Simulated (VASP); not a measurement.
# RbH6Pt (P6/mmm) in VASP: further runs

Runs on RbH6Pt. Level: PBE. Tasks: relaxation of cell and atoms.

Program: VASP 6.6.1. These are calculated values, not measurements. Logs are shortened: lines on timing, memory, paths and dates and some standing lists are left out, and cuts for length are marked.

## 1. The cell of the first run

Symmetry: P6/mmm, No. 191, hexagonal system. Conventional cell: a = 7.170 Å, b = 7.170 Å, c = 5.856 Å, α = 90.00°, β = 90.00°, γ = 120.00°. Within 3.9 Å of Rb (site symmetry 6/mmm) lie 2 Pt at 2.93 Å and 12 H at 3.60 Å. H (site symmetry mm2) has 1 H at 0.75 Å within 1.0 Å. Within 3.9 Å of Pt (site symmetry 6/mmm) lie 2 Rb at 2.93 Å.

The cell was generated, and may not be a known phase.

## 2. Relaxation of cell and atoms, PBE

Input file INCAR:

```
PREC = Accurate
ENCUT = 600
EDIFF = 1E-6
ISMEAR = 0
SIGMA = 0.1
LREAL = F
LASPH = T
NELM = 60
ALGO = Fast
ISIF = 3
LWAVE = F
LCHARG = F
GGA = PE
IBRION = 2
NSW = 100
EDIFFG = -0.01
```

Input file KPOINTS:

```
regular mesh
0
Gamma
  6 6 6
```

Input file POSCAR:

```
RbH6Pt
1.0
    7.1702864926      0.0000000000      0.0000000000
   -3.5851432463      6.2096502550      0.0000000000
    0.0000000000      0.0000000000      5.8561940844
Rb H Pt
1 6 1
Direct
    0.0000000000      0.0000000000      0.0000000000
    0.5301877998      0.4698122002      0.0000000000
    0.5301877998      0.0603755995      0.0000000000
    0.9396244005      0.4698122002      0.0000000000
    0.4698122002      0.5301877998      0.0000000000
    0.4698122002      0.9396244005      0.0000000000
    0.0603755995      0.5301877998      0.0000000000
    0.0000000000      0.0000000000      0.5000000000
```

Potentials or basis: VASP PAW PBE potentials, release 64 (Rb_sv, H, Pt).

On the command line:

```console
> cat potpaw_PBE.64/Rb_sv/POTCAR potpaw_PBE.64/H/POTCAR potpaw_PBE.64/Pt/POTCAR > POTCAR
> mpirun -np 1 vasp_std > vasp.out
```

OUTCAR:

```text
PREC = Accurate
   ENCUT = 600
   EDIFF = 1E-6
   ISMEAR = 0
   LREAL = F
   LASPH = T
   NELM = 60
   ISIF = 3
   GGA = PE
   IBRION = 2
   NSW = 100
   EDIFFG = -0.01

 ion  position               nearest neighbor table
   1  0.000  0.000  0.000-   8 2.93   8 2.93
   2  0.530  0.470  0.000-   5 0.75
   3  0.530  0.060  0.000-   6 0.75
   4  0.940  0.470  0.000-   7 0.75
   5  0.470  0.530  0.000-   2 0.75
   6  0.470  0.940  0.000-   3 0.75
   7  0.060  0.530  0.000-   4 0.75
   8  0.000  0.000  0.500-   1 2.93   1 2.93

  LATTYP: Found a hexagonal cell.
 ALAT       =     7.1702864926
 C/A-ratio  =     0.8167308364

  Lattice vectors:

 A1 = (   7.1702864926,   0.0000000000,   0.0000000000)
 A2 = (  -3.5851432463,   6.2096502550,   0.0000000000)
 A3 = (   0.0000000000,   0.0000000000,   5.8561940844)

Analysis of symmetry for initial positions (statically):
=====================================================================
 Subroutine PRICEL returns:
 Original cell was already a primitive cell.

 Routine SETGRP: Setting up the symmetry group for a
 hexagonal supercell.

 Subroutine GETGRP returns: Found 24 space group operations
 (whereof 24 operations were pure point group operations)
 out of a pool of 24 trial point group operations.

The static configuration has the point symmetry D_6h.

Analysis of symmetry for dynamics (positions and initial velocities):
=====================================================================
 Subroutine PRICEL returns:
 Original cell was already a primitive cell.

 Routine SETGRP: Setting up the symmetry group for a
 hexagonal supercell.

 Subroutine GETGRP returns: Found 24 space group operations
 (whereof 24 operations were pure point group operations)
 out of a pool of 24 trial point group operations.

The dynamic configuration has the point symmetry D_6h.

 Subroutine INISYM returns: Found 24 space group operations
 (whereof 24 operations are pure point group operations),
 and found     1 'primitive' translations

----------------------------------------------------------------------------------------

                                     Primitive cell

  volume of cell :     260.7469

  direct lattice vectors                    reciprocal lattice vectors
     7.170286493  0.000000000  0.000000000     0.139464441  0.080519833  0.000000000
    -3.585143246  6.209650255  0.000000000     0.000000000  0.161039666  0.000000000
     0.000000000  0.000000000  5.856194084     0.000000000  0.000000000  0.170759368

  length of vectors
     7.170286493  7.170286493  5.856194084     0.161039666  0.161039666  0.170759368

  position of ions in fractional coordinates (direct lattice)
     0.000000000  0.000000000  0.000000000
     0.530187800  0.469812200  0.000000000
     0.530187800  0.060375599  0.000000000
     0.939624401  0.469812200  0.000000000
     0.469812200  0.530187800  0.000000000
     0.469812200  0.939624401  0.000000000
     0.060375599  0.530187800  0.000000000
     0.000000000  0.000000000  0.500000000

  ion indices of the primitive-cell ions
   primitive index   ion index
                 1           1
                 2           2
                 3           3
                 4           4
                 5           5
                 6           6
                 7           7
                 8           8

----------------------------------------------------------------------------------------

 KPOINTS: regular mesh

Automatic generation of k-mesh.
 Grid dimensions read from file:
 generate k-points for:    6    6    6

 Generating k-lattice:

  Cartesian coordinates                     Fractional coordinates (reciprocal lattice)
     0.023244074  0.013419972  0.000000000     0.166666667  0.000000000  0.000000000
     0.000000000  0.026839944  0.000000000     0.000000000  0.166666667  0.000000000
     0.000000000  0.000000000  0.028459895     0.000000000  0.000000000  0.166666667

  Length of vectors
     0.026839944  0.026839944  0.028459895

  Shift w.r.t. Gamma in fractional coordinates (k-lattice)
     0.000000000  0.000000000  0.000000000

 Subroutine IBZKPT returns following result:
 ===========================================

 Found     28 irreducible k-points:

 Following reciprocal coordinates:
            Coordinates               Weight
  0.000000  0.000000  0.000000      1.000000
  0.166667  0.000000  0.000000      6.000000
  0.333333  0.000000  0.000000      6.000000
  0.500000  0.000000  0.000000      3.000000
  0.166667  0.166667  0.000000      6.000000
  0.333333  0.166667  0.000000     12.000000
[... 16 lines left out ...]
  0.166667  0.000000  0.500000      6.000000
  0.333333  0.000000  0.500000      6.000000
 [... further k-points ...]
   k-points           NKPTS =     28   k-points in BZ     NKDIM =     28   number of bands    NBANDS=     17
   number of dos      NEDOS =    301   number of ions     NIONS =      8
   total plane-waves  NPLWV = 172800
   dimension x,y,z NGX =    60 NGY =   60 NGZ =   48
   dimension x,y,z NGXF=   120 NGYF=  120 NGZF=   96
   ions per type =               1   6   1
   NGX,Y,Z   is equivalent  to a cutoff of  13.91, 13.91, 13.63 a.u.
   NGXF,Y,Z  is equivalent  to a cutoff of  27.82, 27.82, 27.25 a.u.
 SYSTEM =  unknown system
   PREC   = accura    normal or accurate (medium, high low for compatibility)
   ISTART =      0    job   : 0-new  1-cont  2-samecut
   ICHARG =      2    charge: 1-file 2-atom 10-const
   ISPIN  =      1    spin polarized calculation?
   LNONCOLLINEAR =      F non collinear calculations
   LSORBIT =      F    spin-orbit coupling
   LASPH  =      T    aspherical Exc in radial PAW
   ENCUT  =  600.0 eV  44.10 Ry    6.64 a.u.  14.32 14.32 11.70*2*pi/ulx,y,z
   NELM   =     60;   NELMIN=  2; NELMDL= -5     # of ELM steps
   EDIFF  = 0.1E-05   stopping-criterion for ELM
   LREAL  =      F    real-space projection
   EDIFFG = -.1E-01   stopping-criterion for IOM
   NSW    =    100    number of steps for IOM
   IBRION =      2    ionic relax: 0-MD 1-quasi-New 2-CG
   NFREE  =      1    steps in history (QN), initial steepest desc. (CG)
   ISIF   =      3    stress and relaxation
   ISYM   =      2    0-nonsym 1-usesym 2-fastsym
   POTIM  = 0.5000    time-step for ionic-motion
   TEBEG  =    0.0;   TEEND  =   0.0 temperature during run
   PSTRESS=    0.0 pullay stress
   NELECT =      25.0000    total number of electrons
   NUPDOWN=      -1.0000    fix difference up-down
   EMIN   =  10.00;   EMAX   =-10.00  energy-range for DOS
   EFERMI =   0.00;   METHOD = LEGACY
   ISMEAR =     0;   SIGMA  =   0.10  broadening in eV -4-tet -1-fermi 0-gaus
   EFERMI_NEDOS =   21; number of points for ismear=-14 and -15
   IALGO  =     68    algorithm
   IMIX   =      4    mixing-type and parameters
     AMIX     =   0.40;   BMIX     =  1.00
     AMIX_MAG =   1.60;   BMIX_MAG =  1.00
  volume/ion in A,a.u.               =      32.59       219.95
  Fermi-wavevector in a.u.,A,eV,Ry     =   0.749287  1.415948  7.638742  0.561432
  Thomas-Fermi vector in A             =   1.845772
   LORBIT       =      0    0 simple, 1 ext, 2 COOP (PROOUT), +10 PAW based schemes
   GGA     = PE    functional components
   LHFCALC =     F    Hartree Fock is set to
   AEXX    =    0.0000 exact exchange contribution
   IVDW    =     0    specifies the selected vdW correction
   LEPSILON=     F    determine dielectric tensor
   LRPA    =     F    only Hartree local field effects (RPA)
 conjugate gradient relaxation of ions
 non-spin polarized calculation
 RMM-DIIS sequential band-by-band and
 Gauss-broadening in eV      SIGMA  =   0.10
  energy-cutoff  :      600.00
  volume of cell :      260.75
 maximum number of plane-waves:      8736
 NGX is ok and might be reduce to    60
   NGX = 29   NGY = 29   NGZ = 23

--------------------------------------- Ionic step        1  -------------------------------------------

 number of electron      24.9999999 magnetization

 Free energy of the ion-electron system (eV)
  ---------------------------------------------------
  ext. energy  EPLUGINS =         0.00000000
  ---------------------------------------------------
  free energy    TOTEN  =       -24.43406369 eV

  energy without entropy =      -24.35957330  energy(sigma->0) =      -24.39681849

------------------------ aborting loop because EDIFF is reached ----------------------------------------

  FORCE on cell =-STRESS in cart. coord.  units (eV):
  Direction    XX          YY          ZZ          XY          YZ          ZX
  --------------------------------------------------------------------------------------
  -------------------------------------------------------------------------------------
  Total        0.1128747      0.1128747      0.5312904      0.0000000      0.0000000      0.0000000
  in kB        0.6935663      0.6935663      3.2645508      0.0000000      0.0000000      0.0000000
  external PRESSURE =       1.5505612 kB  Pullay stress =       0.0000000 kB
[... 107 lines left out ...]
  FREE ENERGIE OF THE ION-ELECTRON SYSTEM (eV)
  ---------------------------------------------------
  free  energy   TOTEN  =       -24.4388524002 eV

  energy  without entropy=      -24.3613057789  energy(sigma->0) =      -24.40007909

[... ionic steps 4 to 34 ...]

--------------------------------------- Ionic step       35  -------------------------------------------

 number of electron      25.0000004 magnetization

------------------------ aborting loop because EDIFF is reached ----------------------------------------

  FORCE on cell =-STRESS in cart. coord.  units (eV):
  Direction    XX          YY          ZZ          XY          YZ          ZX
  --------------------------------------------------------------------------------------
  -------------------------------------------------------------------------------------
  Total        0.0304537      0.0304537     -0.0491618      0.0000000      0.0000000      0.0000000
  in kB        0.1768564      0.1768564     -0.2855022      0.0000000      0.0000000      0.0000000
  external PRESSURE =       0.0227369 kB  Pullay stress =       0.0000000 kB
[... 69 lines left out ...]
  energy  without entropy=      -24.3653202985  energy(sigma->0) =      -24.40520990

--------------------------------------- Ionic step       37  -------------------------------------------

 number of electron      25.0000004 magnetization

 Free energy of the ion-electron system (eV)
  ---------------------------------------------------
  ext. energy  EPLUGINS =         0.00000000
  ---------------------------------------------------
  free energy    TOTEN  =       -24.44521215 eV

  energy without entropy =      -24.36547458  energy(sigma->0) =      -24.40534337

 E-fermi :  -2.5912     XC(G=0):  -4.6230

 val. band max:       -2.6508196649   @ k =   0.3333   0.3333   0.3333
 cond. band min:      -2.3630397060   @ k =   0.0000   0.0000   0.5000
 fundamental gap:      0.2877799589
 Fermi energy:        -2.5912294672

 k-point     1 :       0.0000    0.0000    0.0000
  band No.  band energies     occupation
      1     -29.3311      2.00000
      2     -13.4773      2.00000
      3     -13.4773      2.00000
      4     -13.4169      2.00000
      5      -9.4980      2.00000
      6      -8.9995      2.00000
[... 9 lines left out ...]
     16       1.4128      0.00000
     17       2.1464      0.00000
[... 443 lines left out ...]
      1     -29.3284      2.00000
      2     -13.5283      2.00000
      3     -13.4862      2.00000
      4     -13.4823      2.00000
      5      -9.3777      2.00000
      6      -9.1061      2.00000
[... 9 lines left out ...]
     16       0.9259      0.00000
     17       1.2538      0.00000

 [... further k-points ...]

------------------------ aborting loop because EDIFF is reached ----------------------------------------

  FORCE on cell =-STRESS in cart. coord.  units (eV):
  Direction    XX          YY          ZZ          XY          YZ          ZX
  --------------------------------------------------------------------------------------
  -------------------------------------------------------------------------------------
  Total        0.0432160      0.0432160     -0.0346615      0.0000000      0.0000000      0.0000000
  in kB        0.2511007      0.2511007     -0.2013957      0.0000000      0.0000000      0.0000000
  external PRESSURE =       0.1002686 kB  Pullay stress =       0.0000000 kB
[... 23 lines left out ...]
  FREE ENERGIE OF THE ION-ELECTRON SYSTEM (eV)
  ---------------------------------------------------
  free  energy   TOTEN  =       -24.4452121524 eV

  energy  without entropy=      -24.3654745806  energy(sigma->0) =      -24.40534337

 reached required accuracy - stopping structural energy minimisation
```

Wall time 76 min (1 thread of Oxide Virtual Turin-like, shared host); peak memory 0.56 GiB.

What came out:

```
Free energy                           : -24.4452 eV
Relaxed volume                        : 34.47 Å³/atom
Relaxed cell                          : a = 7.254 Å, b = 7.254 Å, c = 6.051 Å, α = 90.00°, β = 90.00°, γ = 120.00°
Space group after relaxing (to 0.1 Å) : P6/mmm (No. 191)
Energy gained by relaxing             : 1.4 meV/atom
Ionic steps                           : 37
Pressure after relaxing               : 0.0 GPa
Largest force after relaxing          : 0.006 eV/Å
Band gap on the k mesh                : zero (an odd number of electrons rules out a gap without spin polarisation)
```

Forces on the atoms (eV/Å):
```
Rb   0.000  0.000  0.000
H   -0.005  0.003  0.000
H    0.000 -0.006  0.000
H    0.005  0.003  0.000
H    0.005 -0.003  0.000
H    0.000  0.006  0.000
H   -0.005 -0.003  0.000
Pt   0.000  0.000  0.000
```

Step by step:
| step | energy change (eV) | largest force (eV/Å) | pressure (GPa) | volume (Å³) |
| --- | --- | --- | --- | --- |
| 1 | 0.0000 | 0.0089 | 0.16 | 260.75 |
| 2 | -0.0017 | 0.0382 | 0.13 | 261.94 |
| 3 | -0.0048 | 0.1769 | 0.03 | 265.53 |
| 4 | -0.0014 | 0.4440 | -0.17 | 272.78 |
| 5 | -0.0051 | 0.2402 | -0.01 | 267.19 |
| 6 | -0.0055 | 0.2332 | -0.01 | 267.41 |
| 7 | -0.0064 | 0.2115 | 0.01 | 268.07 |
| 8 | -0.0081 | 0.1681 | 0.00 | 269.38 |
| 9 | -0.0100 | 0.0801 | 0.00 | 272.02 |
| 10 | -0.0103 | 0.0370 | -0.01 | 273.30 |
| 11 | -0.0103 | 0.0410 | 0.01 | 273.17 |
| 12 | -0.0104 | 0.0310 | 0.01 | 273.00 |
| 13 | -0.0104 | 0.0104 | 0.03 | 272.65 |
| 14 | -0.0104 | 0.0120 | 0.03 | 272.67 |
| 15 | -0.0104 | 0.0216 | 0.02 | 272.84 |
| 16 | -0.0104 | 0.0136 | 0.02 | 272.70 |
| 17 | -0.0104 | 0.0125 | 0.02 | 272.68 |
| 18 | -0.0104 | 0.0097 | 0.04 | 272.75 |
| 19 | -0.0104 | 0.0003 | 0.03 | 272.96 |
| 20 | -0.0105 | 0.0183 | 0.05 | 273.38 |
| 21 | -0.0105 | 0.0557 | 0.05 | 274.23 |
| 22 | -0.0105 | 0.0404 | 0.04 | 273.88 |
| 23 | -0.0105 | 0.0299 | 0.04 | 273.64 |
| 24 | -0.0105 | 0.0291 | 0.04 | 273.70 |
| 25 | -0.0105 | 0.0274 | 0.03 | 273.85 |
| 26 | -0.0106 | 0.0238 | 0.04 | 274.17 |
| 27 | -0.0107 | 0.0167 | 0.03 | 274.80 |
| 28 | -0.0108 | 0.0027 | 0.00 | 276.07 |
| 29 | -0.0107 | 0.0044 | 0.01 | 275.93 |
| 30 | -0.0108 | 0.0031 | 0.01 | 276.02 |
| 31 | -0.0108 | 0.0008 | 0.01 | 276.01 |
| 32 | -0.0108 | 0.0140 | 0.01 | 275.98 |
| 33 | -0.0109 | 0.0401 | -0.01 | 275.92 |
| 34 | -0.0109 | 0.0386 | -0.01 | 275.91 |
| 35 | -0.0110 | 0.0340 | 0.00 | 275.89 |
| 36 | -0.0110 | 0.0247 | 0.01 | 275.84 |
| 37 | -0.0111 | 0.0062 | 0.01 | 275.74 |

Final structure:
```xyz
8
Lattice="7.2537 0.0000 0.0000 -3.6269 6.2819 0.0000 0.0000 0.0000 6.0514" Properties=species:S:1:pos:R:3 pbc="T T T"
Rb    0.0000    0.0000    0.0000
H     2.1383    2.9534    0.0000
H     3.6269    0.3752    0.0000
H     5.1154    2.9534    0.0000
H     1.4885    3.3285    0.0000
H     0.0000    5.9067    0.0000
H    -1.4885    3.3285    0.0000
Pt    0.0000    0.0000    3.0257
```

Caveat: spin-orbit coupling is left out, which moves the levels of the heavy elements; an odd number of electrons without spin polarisation forces a metal; a magnetic or distorted state may lie lower.

(Part 1 of 2 ends here.)

The gap in the log of VASP goes by the Fermi energy; the results here count the filled bands.